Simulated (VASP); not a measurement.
RbCl: single point with PBE

Crystal: RbCl.

```
CELL_PARAMETERS angstrom
0.00000 3.13848 3.13848
3.13848 0.00000 3.13848
3.13848 3.13848 0.00000
ATOMIC_POSITIONS crystal
Rb 0.00000 0.00000 0.00000
Cl 0.50000 0.50000 0.50000
```

This cell differs from its parent crystal: Na replaced by Rb, lengths x 1.121, strained.

| Item | Value |
| --- | --- |
| Program | VASP 6.6.1 |
| Task | single point |
| Functional | PBE |
| Potentials or basis | VASP PAW PBE potentials, release 64 (Rb_sv, Cl) |
| Cutoff | 500 eV |
| k mesh | 6 × 6 × 6 |
| Occupations | gaussian, width 0.02 eV |
| Spin | no spin polarisation |

```
Pressure               : 4.5 GPa
Band gap on the k mesh : 5.49 eV, direct
```

Levels at points of the mesh, in eV from the valence-band top:
| k point | band 4 | band 5 | band 6 | band 7 | band 8 | band 9 | band 10 | band 11 | band 12 | band 13 |
| --- | --- | --- | --- | --- | --- | --- | --- | --- | --- | --- |
| (0.00, 0.00, 0.00) | -7.66 | -7.66 | 0.00 | 0.00 | 0.00 | 5.49 | 8.04 | 8.04 | 8.04 | 9.13 |
| (0.50, 0.00, 0.00) | -7.68 | -7.59 | -1.10 | -0.49 | -0.49 | 8.23 | 8.49 | 10.66 | 10.66 | 11.86 |
| (0.50, 0.50, 0.00) | -7.83 | -7.83 | -0.27 | -0.08 | -0.08 | 6.06 | 8.75 | 10.37 | 10.54 | 11.05 |

It took 13 s on 1 thread of Intel(R) Xeon(R) Platinum 8259CL CPU @ 2.50GHz (Skylake/Cascade Lake), with other jobs on the host, peak memory 0.18 GiB.

Caveat: the cell differs from its parent crystal (Na replaced by Rb, lengths x 1.121, strained).
